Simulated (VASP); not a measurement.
# Li2Fe2W (P-3m1) in VASP: further runs

The runs below take Li2Fe2W through single point, with PBE.

Program: VASP 6.6.1. These are calculated values, not measurements. Logs are shortened: lines on timing, memory, paths and dates and some standing lists are left out, and cuts for length are marked.

### 1 The cell of the first run

The structure is trigonal, space group P-3m1 (No. 164). The conventional cell has a = 3.683 Å, b = 3.683 Å, c = 6.539 Å, α = 90.00°, β = 90.00°, γ = 120.00°. Li (site symmetry 3m) has 4 Fe at 2.22 to 2.26 Å and 3 Li at 2.68 Å within 2.9 Å. Fe (site symmetry 3m) has 4 Li at 2.22 to 2.26 Å and 3 W at 2.80 Å within 2.9 Å. Within 3.7 Å of W (site symmetry -3m) lie 6 Fe at 2.80 Å and 6 Li at 3.25 Å and 6 W at 3.68 Å.

The cell was generated, and may not be a known phase.

### 2 Single point, PBE, collinear spin, ferromagnetic start

Contents of INCAR:

```
SYSTEM = Li2Fe2W
PREC = Accurate
ENCUT = 520
EDIFF = 1E-6
ISMEAR = 0
SIGMA = 0.1
LREAL = .FALSE.
LASPH = .TRUE.
NELM = 150
ALGO = Fast
ISIF = 2
LWAVE = .FALSE.
LCHARG = .FALSE.
ISPIN = 2
MAGMOM = 0 0 4 4 0
LORBIT = 11
LMAXMIX = 4
GGA = PE
NBANDS = 30
```

Contents of KPOINTS:

```
regular mesh
0
G
  6 6 4
  0 0 0
```

Contents of POSCAR:

```
Li2Fe2W
1.0
    3.6832978300      0.0000000000      0.0000000000
   -1.8416489100      3.1898294900      0.0000000000
    0.0000000000      0.0000000000      6.5389803900
Li Fe W
2 2 1
Direct
    0.6666666700      0.3333333300      0.3759044400
    0.3333333300      0.6666666700      0.6240955600
    0.6666666700      0.3333333300      0.7219373600
    0.3333333300      0.6666666700      0.2780626400
    0.0000000000      0.0000000000      0.0000000000
```

Potentials or basis: VASP PAW PBE potentials, release 64 (Li_sv, Fe, W_sv).

Started as:

```bash
$ cat potpaw_PBE.64/Li_sv/POTCAR potpaw_PBE.64/Fe/POTCAR potpaw_PBE.64/W_sv/POTCAR > POTCAR
$ mpirun -np 1 vasp_std > vasp.out
```

OUTCAR:

```text
SYSTEM = Li2Fe2W
   PREC = Accurate
   ENCUT = 520
   EDIFF = 1E-6
   ISMEAR = 0
   LREAL = .FALSE.
   LASPH = .TRUE.
   NELM = 150
   ISIF = 2
   ISPIN = 2
   LORBIT = 11
   GGA = PE

 ion  position               nearest neighbor table
   1  0.667  0.333  0.376-   4 2.22   4 2.22   4 2.22   3 2.26
   2  0.333  0.667  0.624-   3 2.22   3 2.22   3 2.22   4 2.26
   3  0.667  0.333  0.722-   2 2.22   2 2.22   2 2.22   1 2.26   5 2.80   5 2.80   5 2.80
   4  0.333  0.667  0.278-   1 2.22   1 2.22   1 2.22   2 2.26   5 2.80   5 2.80   5 2.80
   5  0.000  0.000  0.000-   3 2.80   4 2.80   4 2.80   3 2.80   3 2.80   4 2.80

  LATTYP: Found a hexagonal cell.
 ALAT       =     3.6832978300
 C/A-ratio  =     1.7753059057

  Lattice vectors:

 A1 = (   3.6832978300,   0.0000000000,   0.0000000000)
 A2 = (  -1.8416489100,   3.1898294900,   0.0000000000)
 A3 = (   0.0000000000,   0.0000000000,   6.5389803900)

Analysis of symmetry for initial positions (statically):
=====================================================================
 Subroutine PRICEL returns:
 Original cell was already a primitive cell.

 Routine SETGRP: Setting up the symmetry group for a
 hexagonal supercell.

 Subroutine GETGRP returns: Found 12 space group operations
 (whereof 12 operations were pure point group operations)
 out of a pool of 24 trial point group operations.

The static configuration has the point symmetry D_3d.

Analysis of symmetry for dynamics (positions and initial velocities):
=====================================================================
 Subroutine PRICEL returns:
 Original cell was already a primitive cell.

 Routine SETGRP: Setting up the symmetry group for a
 hexagonal supercell.

 Subroutine GETGRP returns: Found 12 space group operations
 (whereof 12 operations were pure point group operations)
 out of a pool of 24 trial point group operations.

The dynamic configuration has the point symmetry D_3d.

Analysis of structural, dynamic, and magnetic symmetry:
=====================================================================
 Subroutine PRICEL returns:
 Original cell was already a primitive cell.

 Routine SETGRP: Setting up the symmetry group for a
 hexagonal supercell.

 Subroutine GETGRP returns: Found 12 space group operations
 (whereof 12 operations were pure point group operations)
 out of a pool of 24 trial point group operations.

The overall configuration has the point symmetry D_3d.

 Subroutine INISYM returns: Found 12 space group operations
 (whereof 12 operations are pure point group operations),
 and found     1 'primitive' translations

----------------------------------------------------------------------------------------

                                     Primitive cell

  volume of cell :      76.8271

  direct lattice vectors                    reciprocal lattice vectors
     3.683297830  0.000000000  0.000000000     0.271495830  0.156748190  0.000000000
    -1.841648910  3.189829490  0.000000000     0.000000000  0.313496381  0.000000000
     0.000000000  0.000000000  6.538980390     0.000000000  0.000000000  0.152929041

  length of vectors
     3.683297830  3.683297827  6.538980390     0.313496380  0.313496381  0.152929041

  position of ions in fractional coordinates (direct lattice)
     0.666666670  0.333333330  0.375904440
     0.333333330  0.666666670  0.624095560
     0.666666670  0.333333330  0.721937360
     0.333333330  0.666666670  0.278062640
     0.000000000  0.000000000  0.000000000

  ion indices of the primitive-cell ions
   primitive index   ion index
                 1           1
                 2           2
                 3           3
                 4           4
                 5           5

----------------------------------------------------------------------------------------

 KPOINTS: regular mesh

Automatic generation of k-mesh.
 Grid dimensions read from file:
 generate k-points for:    6    6    4

 Generating k-lattice:

  Cartesian coordinates                     Fractional coordinates (reciprocal lattice)
     0.045249305  0.026124698  0.000000000     0.166666667  0.000000000  0.000000000
     0.000000000  0.052249397  0.000000000     0.000000000  0.166666667  0.000000000
     0.000000000  0.000000000  0.038232260     0.000000000  0.000000000  0.250000000

  Length of vectors
     0.052249397  0.052249397  0.038232260

  Shift w.r.t. Gamma in fractional coordinates (k-lattice)
     0.000000000  0.000000000  0.000000000

 Subroutine IBZKPT returns following result:
 ===========================================

 Found     24 irreducible k-points:

 Following reciprocal coordinates:
            Coordinates               Weight
  0.000000  0.000000  0.000000      1.000000
  0.166667 -0.000000  0.000000      6.000000
  0.333333 -0.000000  0.000000      6.000000
  0.500000 -0.000000  0.000000      3.000000
  0.166667  0.166667  0.000000      6.000000
  0.333333  0.166667  0.000000     12.000000
[... 16 lines left out ...]
  0.333333  0.166667  0.500000     12.000000
  0.333333  0.333333  0.500000      2.000000
   k-points           NKPTS =     24   k-points in BZ     NKDIM =     24   number of bands    NBANDS=     30
   number of dos      NEDOS =    301   number of ions     NIONS =      5
   total plane-waves  NPLWV =  39200
   dimension x,y,z NGX =    28 NGY =   28 NGZ =   50
   dimension x,y,z NGXF=    56 NGYF=   56 NGZF=  100
   ions per type =               2   2   1
   NGX,Y,Z   is equivalent  to a cutoff of  12.64, 12.64, 12.71 a.u.
   NGXF,Y,Z  is equivalent  to a cutoff of  25.28, 25.28, 25.42 a.u.
 SYSTEM =  Li2Fe2W
   PREC   = accura    normal or accurate (medium, high low for compatibility)
   ISTART =      0    job   : 0-new  1-cont  2-samecut
   ICHARG =      2    charge: 1-file 2-atom 10-const
   ISPIN  =      2    spin polarized calculation?
   LNONCOLLINEAR =      F non collinear calculations
   LSORBIT =      F    spin-orbit coupling
   LASPH  =      T    aspherical Exc in radial PAW
   ENCUT  =  520.0 eV  38.22 Ry    6.18 a.u.   6.85  6.85 12.16*2*pi/ulx,y,z
   NELM   =    150;   NELMIN=  2; NELMDL= -5     # of ELM steps
   EDIFF  = 0.1E-05   stopping-criterion for ELM
   LREAL  =      F    real-space projection
   EDIFFG = 0.1E-04   stopping-criterion for IOM
   NSW    =      0    number of steps for IOM
   IBRION =     -1    ionic relax: 0-MD 1-quasi-New 2-CG
   NFREE  =      0    steps in history (QN), initial steepest desc. (CG)
   ISIF   =      2    stress and relaxation
   ISYM   =      2    0-nonsym 1-usesym 2-fastsym
   POTIM  = 0.5000    time-step for ionic-motion
   TEBEG  =    0.0;   TEEND  =   0.0 temperature during run
   PSTRESS=    0.0 pullay stress
   NELECT =      36.0000    total number of electrons
   NUPDOWN=      -1.0000    fix difference up-down
   EMIN   =  10.00;   EMAX   =-10.00  energy-range for DOS
   EFERMI =   0.00;   METHOD = LEGACY
   ISMEAR =     0;   SIGMA  =   0.10  broadening in eV -4-tet -1-fermi 0-gaus
   EFERMI_NEDOS =   21; number of points for ismear=-14 and -15
   IALGO  =     68    algorithm
   IMIX   =      4    mixing-type and parameters
     AMIX     =   0.40;   BMIX     =  1.00
     AMIX_MAG =   1.60;   BMIX_MAG =  1.00
  volume/ion in A,a.u.               =      15.37       103.69
  Fermi-wavevector in a.u.,A,eV,Ry     =   1.271562  2.402904 21.998852  1.616870
  Thomas-Fermi vector in A             =   2.404488
   LORBIT       =     11    0 simple, 1 ext, 2 COOP (PROOUT), +10 PAW based schemes
   GGA     = PE    functional components
   LHFCALC =     F    Hartree Fock is set to
   AEXX    =    0.0000 exact exchange contribution
   IVDW    =     0    specifies the selected vdW correction
   LEPSILON=     F    determine dielectric tensor
   LRPA    =     F    only Hartree local field effects (RPA)
 spin polarized calculation
 RMM-DIIS sequential band-by-band and
 Gauss-broadening in eV      SIGMA  =   0.10
  energy-cutoff  :      520.00
  volume of cell :       76.83
 maximum number of plane-waves:      2088
   NGX = 13   NGY = 13   NGZ = 25

 number of electron      36.0000008 magnetization       3.9071542

 Free energy of the ion-electron system (eV)
  ---------------------------------------------------
  ext. energy  EPLUGINS =         0.00000000
  ---------------------------------------------------
  free energy    TOTEN  =       -26.45659395 eV

  energy without entropy =      -26.42957911  energy(sigma->0) =      -26.44308653

 E-fermi :   4.1562     XC(G=0): -10.5724

 val. band max:        4.1472573150   @ k =   0.3333   0.1667   0.2500
 cond. band min:       4.1568121403   @ k =   0.1667  -0.0000   0.2500
 fundamental gap:      0.0095548254
 Fermi energy:         4.1562346942

 spin component 1

 k-point     1 :       0.0000    0.0000    0.0000
  band No.  band energies     occupation
      1     -70.3272      1.00000
      2     -41.2928      1.00000
      3     -41.2497      1.00000
      4     -34.3268      1.00000
      5     -34.3268      1.00000
      6     -34.3087      1.00000
[... 781 lines left out ...]
     29      11.7660      0.00000
     30      12.6457      0.00000
 Fermi energy:         4.1562346942

 spin component 2

 k-point     1 :       0.0000    0.0000    0.0000
  band No.  band energies     occupation
      1     -70.6358      1.00000
      2     -41.3243      1.00000
      3     -41.2803      1.00000
      4     -34.7707      1.00000
      5     -34.7249      1.00000
      6     -34.7249      1.00000
[... 781 lines left out ...]
     29      11.8241      0.00000
     30      12.6272      0.00000

------------------------ aborting loop because EDIFF is reached ----------------------------------------

  FORCE on cell =-STRESS in cart. coord.  units (eV):
  Direction    XX          YY          ZZ          XY          YZ          ZX
  --------------------------------------------------------------------------------------
  -------------------------------------------------------------------------------------
  Total       -3.3621975     -3.3621975     -4.5238007     -0.0000000      0.0000000      0.0000000
  in kB      -70.1163766    -70.1163766    -94.3408326     -0.0000001      0.0000000      0.0000000
  external PRESSURE =     -78.1911952 kB  Pullay stress =       0.0000000 kB

 VOLUME and BASIS-vectors are now :
 -----------------------------------------------------------------------------
  energy-cutoff  :      520.00
  volume of cell :       76.83
      direct lattice vectors                 reciprocal lattice vectors
     3.683297830  0.000000000  0.000000000     0.271495830  0.156748190  0.000000000
    -1.841648910  3.189829490  0.000000000     0.000000000  0.313496381  0.000000000
     0.000000000  0.000000000  6.538980390     0.000000000  0.000000000  0.152929041

 POSITION                                       TOTAL-FORCE (eV/Angst)
 -----------------------------------------------------------------------------------
      1.84165      1.06328      2.45803        -0.000000      0.000000     -0.732740
     -0.00000      2.12655      4.08095         0.000000     -0.000000      0.732740
      1.84165      1.06328      4.72073        -0.000000      0.000000      3.329537
     -0.00000      2.12655      1.81825         0.000000     -0.000000     -3.329537
      0.00000      0.00000      0.00000        -0.000000      0.000000      0.000000
 -----------------------------------------------------------------------------------
    total drift:                                0.000000     -0.000000      0.000000

  FREE ENERGIE OF THE ION-ELECTRON SYSTEM (eV)
  ---------------------------------------------------
  free  energy   TOTEN  =       -26.4565939533 eV

  energy  without entropy=      -26.4295791142  energy(sigma->0) =      -26.44308653

 total charge

# of ion       s       p       d       tot
------------------------------------------
    1        2.069   0.118   0.000   2.188
    2        2.069   0.118   0.000   2.188
    3        0.488   0.258   6.244   6.990
    4        0.488   0.258   6.244   6.990
    5        2.350   6.144   3.055  11.549
--------------------------------------------------
tot          7.464   6.897  15.543  29.904

 magnetization (x)

# of ion       s       p       d       tot
------------------------------------------
    1       -0.005  -0.012   0.000  -0.017
    2       -0.005  -0.012   0.000  -0.017
    3        0.050  -0.007   2.381   2.424
    4        0.050  -0.007   2.381   2.424
    5       -0.027  -0.018  -0.650  -0.696
--------------------------------------------------
tot          0.064  -0.058   4.111   4.118
```

Run time: 4.3 min. Hardware: 1 thread of Intel Xeon 8259CL, shared host; peak memory 0.27 GiB.

Results:

- Free energy: -26.4566 eV
- Largest force: 3.330 eV/Å
- Net moment: 3.91 μB per cell
- Site moments: Li -0.02; Fe +2.42; W -0.70 μB
- Valence electrons inside the program's atomic spheres: Li 2.19; Fe 6.99; W 11.55

Forces in eV/Å, atoms in the order of the input:
```
Li   0.000  0.000 -0.733
Li   0.000  0.000  0.733
Fe   0.000  0.000  3.330
Fe   0.000  0.000 -3.330
W    0.000  0.000  0.000
```

Caveat: the cutoff is under 1.25 times the usual one of these potentials, so pressure, stress and relaxed cells hold a basis-set (Pulay) error; spin-orbit coupling is left out, which moves the levels of the heavy elements; forces of over 1 eV/Å act on the atoms, so gaps and moduli don't describe the material at rest.

### 3 Single point, PBE, collinear spin, ferromagnetic start

This run uses another cell than the first one, of 16.00 Å³/atom.

Contents of INCAR:

```
SYSTEM = Li2Fe2W
ALGO = Normal
EDIFF = 1E-7
ENCUT = 520
GGA = PE
ISIF = 2
ISMEAR = 0
ISPIN = 2
LASPH = .TRUE.
LCHARG = .TRUE.
LELF = .TRUE.
LMAXMIX = 4
LORBIT = 11
LREAL = .FALSE.
LVHAR = .TRUE.
LWAVE = .FALSE.
MAGMOM = 0 0 4 4 0
NBANDS = 30
NELM = 150
PREC = Accurate
SIGMA = 0.1
```

Contents of KPOINTS:

```
k-points
0
G
  6 6 4
  0 0 0
```

Contents of POSCAR:

```
Li2Fe2W
1.0
    4.1248243997     -0.0000000032      0.0000000000
   -2.0624121970      3.5722027179      0.0000000000
    0.0000000000      0.0000000000      5.4305270028
Li Fe W
2 2 1
Direct
    0.6666666667      0.3333333333      0.3732225770
    0.3333333333      0.6666666667      0.6267774230
    0.6666666667      0.3333333333      0.9071059894
    0.3333333333      0.6666666667      0.0928940106
    0.0000000000      0.0000000000      0.0000000000
```

Potentials or basis: VASP PAW PBE potentials, release 64 (Li_sv, Fe, W_sv).

Started as:

```bash
$ cat potpaw_PBE.64/Li_sv/POTCAR potpaw_PBE.64/Fe/POTCAR potpaw_PBE.64/W_sv/POTCAR > POTCAR
$ mpirun -np 1 vasp_std > vasp.out
```

Wall time 2.9 min (1 thread of Intel Xeon 8259CL, shared host); peak memory 0.28 GiB.

Results (log left out):

* Free energy: -30.7326 eV
* Largest force: 0.028 eV/Å
* Net moment: 3.00 μB per cell
* Site moments: Li -0.00; Fe +1.80; W -0.56 μB
* Valence electrons inside the program's atomic spheres: Li 2.09; Fe 7.32; W 12.06

Forces in eV/Å, atoms in the order of the input:
```
Li   0.000  0.000 -0.001
Li   0.000  0.000  0.001
Fe   0.000  0.000 -0.028
Fe   0.000  0.000  0.028
W    0.000  0.000  0.000
```

Levels at points of the mesh, in eV from the Fermi level:
Spin up:
```
           k point  band 15  band 16  band 17  band 18  band 19  band 20  band 21  band 22  band 23  band 24
(0.00, 0.00, 0.00)    -1.84    -1.28    -1.28    -0.49    -0.49    -0.36    -0.31     1.55     1.55     2.85
(0.50, 0.00, 0.00)    -1.93    -1.64    -1.52    -0.97    -0.81     0.69     1.41     1.68     1.95     2.41
(0.00, 0.00, 0.50)    -1.84    -1.84    -1.30    -1.30    -0.41    -0.41     0.42     1.53     1.53     5.61
(0.50, 0.00, 0.50)    -1.72    -1.66    -1.62    -1.40    -0.66     0.62     1.02     1.34     2.38     2.87
```
Spin down:
```
           k point  band 12  band 13  band 14  band 15  band 16  band 17  band 18  band 19  band 20  band 21
(0.00, 0.00, 0.00)    -1.30    -1.30    -1.23    -1.23     0.31     0.31     0.60     0.64     0.64     0.74
(0.50, 0.00, 0.00)    -1.73    -1.70    -1.23    -1.23    -0.07     0.11     0.40     0.70     1.31     1.92
(0.00, 0.00, 0.50)    -1.32    -1.27    -1.27    -1.15    -0.84     0.29     0.29     0.73     0.73     0.77
(0.50, 0.00, 0.50)    -1.90    -1.65    -1.23    -1.15    -0.21    -0.13    -0.05     0.75     1.33     1.48
```

Caveat: the cutoff is under 1.25 times the usual one of these potentials, so pressure, stress and relaxed cells hold a basis-set (Pulay) error; spin-orbit coupling is left out, which moves the levels of the heavy elements.
